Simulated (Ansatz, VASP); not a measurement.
## Two plane-wave programs on Re

The input INCAR:

```
PREC = Accurate ; ENCUT = 520
EDIFF = 1E-7 ; ISMEAR = -1
SIGMA = 0.1 ; LREAL = False
LASPH = True ; NELM = 60
ALGO = Normal ; ISIF = 2
LWAVE = False ; LCHARG = False
GGA = PS ; NBANDS = 14
```

The input KPOINTS:

```
Automatic mesh
0
Gamma
  11 11 11
```

The input POSCAR:

```
Re
1.0
    0.0000000000      2.7597105803      2.7597105803
    2.7597105803      0.0000000000      2.7597105803
    2.7597105803      2.7597105803      0.0000000000
Re
2
Direct
    0.1250000000      0.1250000000      0.1250000000
    0.8750000000      0.8750000000      0.8750000000
```

Input for Ansatz:

```yaml
crystal:
  lattice:
    - [0.0, 2.7597105803, 2.7597105803]
    - [2.7597105803, 0.0, 2.7597105803]
    - [2.7597105803, 2.7597105803, 0.0]
  atoms:
    - { symbol: Re, position: [0.125, 0.125, 0.125] }
    - { symbol: Re, position: [0.875, 0.875, 0.875] }
hamiltonian:
  xc: pbesol
  pseudopotentials:
    kind: paw
    azcp:
      Re: "pseudopotentials/Re.paw.azcp"
basis:
  ecutwfc: 420
  fft_grid_basis: typed
kpoints:
  mp_grid: { grid: [11, 11, 11], shift: [0, 0, 0] }
magnetization:
  spin_polarized: false
scf:
  occupations: { method: fermi_dirac, width: 0.1 }
  lower_state_search: "off"
output:
  stress: true
```

Alike in both runs: task single point; functional PBEsol; k mesh 11 × 11 × 11; occupations fermi-dirac, width 0.1 eV; no spin polarisation.

```csv
,VASP,Ansatz
version,VASP 6.6.1,Ansatz 0.2.0
potentials or method,"VASP PAW PBE potentials, release 64 (Re), cutoff 520 eV","plane waves (420 eV) with PAW, scalar-relativistic"
valence electrons in the cell,14,30
```

Ansatz gave:

| Quantity | Value |
| --- | --- |
| pressure (GPa) | 8.4 |

Which values does VASP return?

Pressure (GPa): 6.3.

VASP's potentials were made for PBE, not for PBEsol, and Ansatz warns of the same on its side. The functional is the same, so the differences come from potentials, cutoffs and numerics. VASP's potentials hold 14 valence electrons a cell and Ansatz's 30, so a difference there can come from the potentials and not from the codes.

Spin-orbit coupling is off throughout.
